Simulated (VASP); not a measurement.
# BaH4 (C2/m) in VASP: further runs, part 2 of 3

VASP 6.6.1. Earlier steps stand in the parts before.

### Step 3. Relaxation of shape and atoms at fixed volume, PBE (11.70 Å³/atom)

This run uses another cell than the first one, of 11.70 Å³/atom.

INCAR reads:

```
SYSTEM = BaH4
  ALGO = Normal
  EDIFF = 1E-6
  EDIFFG = -0.01
  ENCUT = 600
  GGA = PE
  IBRION = 2
  ISIF = 4
  ISMEAR = 0
  LASPH = .TRUE.
  LCHARG = .FALSE.
  LREAL = .FALSE.
  LWAVE = .FALSE.
  NELM = 100
  NSW = 50
  PREC = Accurate
  SIGMA = 0.02
```

KPOINTS reads:

```
k-points
0
G
  6 6 6
  0 0 0
```

POSCAR reads:

```
BaH4
1.0
    3.6571706139     -2.2167971338     -0.0009550453
    3.6571706139      2.2167971338     -0.0009550453
   -2.2831171868      0.0000000000      3.6069968341
Ba H
1 4
Direct
    0.0000000000      0.0000000000      0.5000000000
    0.7405458005      0.7405458005      0.7617057664
    0.2594541995      0.2594541995      0.2382942336
    0.5388127106      0.5388127106      0.9658263187
    0.4611872894      0.4611872894      0.0341736813
```

Potentials or basis: VASP PAW PBE potentials, release 64 (Ba_sv, H).

On the command line:

```bash
> cat potpaw_PBE.64/Ba_sv/POTCAR potpaw_PBE.64/H/POTCAR > POTCAR
> mpirun -np 1 vasp_std > vasp.out
```

OUTCAR:

```text
SYSTEM = BaH4
   EDIFF = 1E-6
   EDIFFG = -0.01
   ENCUT = 600
   GGA = PE
   IBRION = 2
   ISIF = 4
   ISMEAR = 0
   LASPH = .TRUE.
   LREAL = .FALSE.
   NELM = 100
   NSW = 50
   PREC = Accurate

 ion  position               nearest neighbor table
   1  0.000  0.000  0.500-   2 2.67   3 2.67   3 2.67   2 2.67   2 2.67   2 2.67   3 2.67   3 2.67

   2  0.741  0.741  0.762-   1 2.67   1 2.67   1 2.67   1 2.67
   3  0.259  0.259  0.238-   1 2.67   1 2.67   1 2.67   1 2.67
   4  0.539  0.539  0.966-   5 0.76
   5  0.461  0.461  0.034-   4 0.76

  LATTYP: Found a base centered monoclinic cell.
 ALAT       =     7.3143414772
 B/A-ratio  =     0.6061508451
 C/A-ratio  =     0.5836269049
 COS(beta)  =    -0.5350529853

  Lattice vectors:

 A1 = (   3.6571706139,  -2.2167971338,  -0.0009550453)
 A2 = (   3.6571706139,   2.2167971338,  -0.0009550453)
 A3 = (  -2.2831171868,   0.0000000000,   3.6069968341)

Analysis of symmetry for initial positions (statically):
=====================================================================
 Subroutine PRICEL returns:
 Original cell was already a primitive cell.

 Routine SETGRP: Setting up the symmetry group for a
 base centered monoclinic supercell.

 Subroutine GETGRP returns: Found  4 space group operations
 (whereof  4 operations were pure point group operations)
 out of a pool of  4 trial point group operations.

The static configuration has the point symmetry C_2h.

Analysis of symmetry for dynamics (positions and initial velocities):
=====================================================================
 Subroutine PRICEL returns:
 Original cell was already a primitive cell.

 Routine SETGRP: Setting up the symmetry group for a
 base centered monoclinic supercell.

 Subroutine GETGRP returns: Found  4 space group operations
 (whereof  4 operations were pure point group operations)
 out of a pool of  4 trial point group operations.

The dynamic configuration has the point symmetry C_2h.

 Subroutine INISYM returns: Found  4 space group operations
 (whereof  4 operations are pure point group operations),
 and found     1 'primitive' translations

----------------------------------------------------------------------------------------

                                     Primitive cell

  volume of cell :      58.4757

  direct lattice vectors                    reciprocal lattice vectors
     3.657170614 -2.216797134 -0.000955045     0.136740315 -0.225550634  0.086552381
     3.657170614  2.216797134 -0.000955045     0.136740315  0.225550634  0.086552381
    -2.283117187  0.000000000  3.606996834     0.000072411  0.000000000  0.277284780

  length of vectors
     4.276574253  4.276574253  4.268846478     0.277601003  0.277601003  0.277284789

  position of ions in fractional coordinates (direct lattice)
     0.000000000  0.000000000  0.500000000
     0.740545801  0.740545801  0.761705766
     0.259454199  0.259454199  0.238294234
     0.538812711  0.538812711  0.965826319
     0.461187289  0.461187289  0.034173681

  ion indices of the primitive-cell ions
[... 74 lines left out ...]
   LSORBIT =      F    spin-orbit coupling
   LASPH  =      T    aspherical Exc in radial PAW
   ENCUT  =  600.0 eV  44.10 Ry    6.64 a.u.   8.54  8.54  8.53*2*pi/ulx,y,z
   NELM   =    100;   NELMIN=  2; NELMDL= -5     # of ELM steps
   EDIFF  = 0.1E-05   stopping-criterion for ELM
   LREAL  =      F    real-space projection
   EDIFFG = -.1E-01   stopping-criterion for IOM
   NSW    =     50    number of steps for IOM
   IBRION =      2    ionic relax: 0-MD 1-quasi-New 2-CG
   NFREE  =      1    steps in history (QN), initial steepest desc. (CG)
   ISIF   =      4    stress and relaxation
   ISYM   =      2    0-nonsym 1-usesym 2-fastsym
   POTIM  = 0.5000    time-step for ionic-motion
   TEBEG  =    0.0;   TEEND  =   0.0 temperature during run
   PSTRESS=    0.0 pullay stress
   NELECT =      14.0000    total number of electrons
   NUPDOWN=      -1.0000    fix difference up-down
   EMIN   =  10.00;   EMAX   =-10.00  energy-range for DOS
   EFERMI =   0.00;   METHOD = LEGACY
   ISMEAR =     0;   SIGMA  =   0.02  broadening in eV -4-tet -1-fermi 0-gaus
   EFERMI_NEDOS =   21; number of points for ismear=-14 and -15
   IALGO  =     38    algorithm
   IMIX   =      4    mixing-type and parameters
     AMIX     =   0.40;   BMIX     =  1.00
     AMIX_MAG =   1.60;   BMIX_MAG =  1.00
  volume/ion in A,a.u.               =      11.70        78.92
  Fermi-wavevector in a.u.,A,eV,Ry     =   1.016543  1.920988 14.059715  1.033360
  Thomas-Fermi vector in A             =   2.149893
   LORBIT       =      0    0 simple, 1 ext, 2 COOP (PROOUT), +10 PAW based schemes
   GGA     = PE    functional components
   LHFCALC =     F    Hartree Fock is set to
   AEXX    =    0.0000 exact exchange contribution
   IVDW    =     0    specifies the selected vdW correction
   LEPSILON=     F    determine dielectric tensor
   LRPA    =     F    only Hartree local field effects (RPA)
 conjugate gradient relaxation of ions
 non-spin polarized calculation
 Gauss-broadening in eV      SIGMA  =   0.02
  energy-cutoff  :      600.00
  volume of cell :       58.48
 maximum number of plane-waves:      1968
 NGX is ok and might be reduce to    36
   NGX = 17   NGY = 17   NGZ = 17

--------------------------------------- Ionic step        1  -------------------------------------------

 number of electron      13.9999999 magnetization

 Free energy of the ion-electron system (eV)
  ---------------------------------------------------
  ext. energy  EPLUGINS =         0.00000000
  ---------------------------------------------------
  free energy    TOTEN  =       -16.71215626 eV

  energy without entropy =      -16.71215626  energy(sigma->0) =      -16.71215626

------------------------ aborting loop because EDIFF is reached ----------------------------------------

  FORCE on cell =-STRESS in cart. coord.  units (eV):
  Direction    XX          YY          ZZ          XY          YZ          ZX
  --------------------------------------------------------------------------------------
  -------------------------------------------------------------------------------------
  Total        1.5482517      1.4408715      1.4728245      0.0000000      0.0000000     -0.0367838
  in kB       42.4206200     39.4785041     40.3539855      0.0000000      0.0000000     -1.0078414
  external PRESSURE =      40.7510366 kB  Pullay stress =       0.0000000 kB
[... 98 lines left out ...]
  FREE ENERGIE OF THE ION-ELECTRON SYSTEM (eV)
  ---------------------------------------------------
  free  energy   TOTEN  =       -16.7130542186 eV

  energy  without entropy=      -16.7130542186  energy(sigma->0) =      -16.71305422

[... ionic steps 4 to 7 ...]

--------------------------------------- Ionic step        8  -------------------------------------------

 number of electron      13.9999999 magnetization

------------------------ aborting loop because EDIFF is reached ----------------------------------------
[... 73 lines left out ...]
--------------------------------------- Ionic step       10  -------------------------------------------

 number of electron      13.9999999 magnetization

 Free energy of the ion-electron system (eV)
  ---------------------------------------------------
  ext. energy  EPLUGINS =         0.00000000
  ---------------------------------------------------
  free energy    TOTEN  =       -16.71340045 eV

  energy without entropy =      -16.71340045  energy(sigma->0) =      -16.71340045

 E-fermi :   1.0556     XC(G=0):  -8.7968

 val. band max:        0.8903298467   @ k =   0.0000   0.0000   0.0000
 cond. band min:       3.3453596076   @ k =   0.0000   0.0000   0.5000
 fundamental gap:      2.4550297609
 Fermi energy:         1.0556457236

 k-point     1 :       0.0000    0.0000    0.0000
  band No.  band energies     occupation
      1     -25.6719      2.00000
      2     -10.6298      2.00000
      3     -10.6288      2.00000
      4     -10.5890      2.00000
      5      -6.9868      2.00000
      6      -0.5680      2.00000
      7       0.8903      2.00000
      8       4.0598      0.00000
      9       4.0822      0.00000
     10       4.6258      0.00000
     11       6.2651      0.00000
[... 309 lines left out ...]
 k-point    24 :      -0.1667    0.1667    0.1667
  band No.  band energies     occupation
      1     -25.6224      2.00000
      2     -11.1982      2.00000
      3     -10.7430      2.00000
      4     -10.7361      2.00000
      5      -6.2680      2.00000
      6      -0.7694      2.00000
      7      -0.3838      2.00000
      8       4.4389      0.00000
      9       4.6070      0.00000
     10       5.5461      0.00000
     11       6.9255      0.00000

 [... further k-points ...]
[... 5 lines left out ...]
  --------------------------------------------------------------------------------------
  -------------------------------------------------------------------------------------
  Total        1.4064251      1.4176986      1.4067850      0.0000000      0.0000000     -0.0022967
  in kB       38.5347061     38.8435890     38.5445671      0.0000000      0.0000000     -0.0629282
  external PRESSURE =      38.6409541 kB  Pullay stress =       0.0000000 kB
[... 20 lines left out ...]
  FREE ENERGIE OF THE ION-ELECTRON SYSTEM (eV)
  ---------------------------------------------------
  free  energy   TOTEN  =       -16.7134004522 eV

  energy  without entropy=      -16.7134004522  energy(sigma->0) =      -16.71340045

 reached required accuracy - stopping structural energy minimisation
```

CONTCAR:

```text
BaH4
   1.00000000000000
     3.6475796415308168   -2.2206172132212556    0.0035327814123245
     3.6475796415308168    2.2206172132212556    0.0035327814123245
    -2.2727013259376312    0.0000000000000000    3.6074618103014204
  Ba              H
     1     4
Direct
     0.0000000000000000    0.0000000000000000    0.5000000000000000
     0.7391102763645573    0.7391102763645573    0.7618135785909286
     0.2608897236354426    0.2608897236354426    0.2381864214090715
     0.5391492148161368    0.5391492148161368    0.9648428379402614
     0.4608507851838634    0.4608507851838634    0.0351571620597386

  0.00000000E+00  0.00000000E+00  0.00000000E+00
  0.00000000E+00  0.00000000E+00  0.00000000E+00
  0.00000000E+00  0.00000000E+00  0.00000000E+00
  0.00000000E+00  0.00000000E+00  0.00000000E+00
  0.00000000E+00  0.00000000E+00  0.00000000E+00
```

It took 2.9 min on 1 thread of Intel Xeon Platinum 8259CL at 2.50GHz (Skylake/Cascade Lake), shared host; peak memory 0.24 GiB.

Results:

- Free energy: -16.7134 eV
- Energy gained by relaxing: 0.2 meV/atom
- Ionic steps: 10
- Pressure after relaxing: 3.9 GPa
- Largest force after relaxing: 0.003 eV/Å
- Band gap on the k mesh: 2.46 eV (least direct gap 2.69 eV)

Forces on the atoms (eV/Å):
```
Ba   0.000  0.000  0.000
H    0.001  0.000  0.000
H   -0.001  0.000  0.000
H    0.000  0.000 -0.003
H    0.000  0.000  0.003
```

The path:
```tsv
step	energy change (eV)	largest force (eV/Å)	pressure (GPa)	volume (Å³)
1	0.0000	0.2285	4.08	58.48
2	0.0020	0.3805	3.60	58.48
3	-0.0009	0.0164	3.90	58.48
4	-0.0010	0.0160	3.89	58.48
5	-0.0011	0.0152	3.88	58.48
6	-0.0010	0.0160	3.86	58.48
7	-0.0011	0.0150	3.87	58.48
8	-0.0012	0.0114	3.87	58.48
9	-0.0012	0.0238	3.84	58.48
10	-0.0012	0.0034	3.86	58.48
```

Final structure:
```
CELL_PARAMETERS angstrom
3.64758 -2.22062 0.00353
3.64758 2.22062 0.00353
-2.27270 0.00000 3.60746
ATOMIC_POSITIONS crystal
Ba 0.00000 0.00000 0.50000
H 0.73911 0.73911 0.76181
H 0.26089 0.26089 0.23819
H 0.53915 0.53915 0.96484
H 0.46085 0.46085 0.03516
```

Levels at points of the mesh, in eV from the valence-band top:
```tsv
k point	band 5	band 6	band 7	band 8	band 9	band 10
(0.00, 0.00, 0.00)	-7.88	-1.46	0.00	3.17	3.19	3.74
(0.50, 0.00, 0.00)	-6.73	-2.75	-0.23	2.50	2.89	6.33
(0.50, 0.50, 0.00)	-7.41	-2.15	-0.94	4.70	5.47	6.34
(0.00, 0.00, 0.50)	-6.73	-2.73	-0.24	2.46	2.92	6.31
(0.50, 0.00, 0.50)	-7.41	-2.18	-0.91	4.70	5.39	6.31
(0.50, 0.50, 0.50)	-6.76	-3.25	-0.26	2.70	2.74	6.52
```

Caveat: spin-orbit coupling is left out, which moves the levels of the heavy elements. A k mesh can miss the band edges.

[end of part 2 of 3]
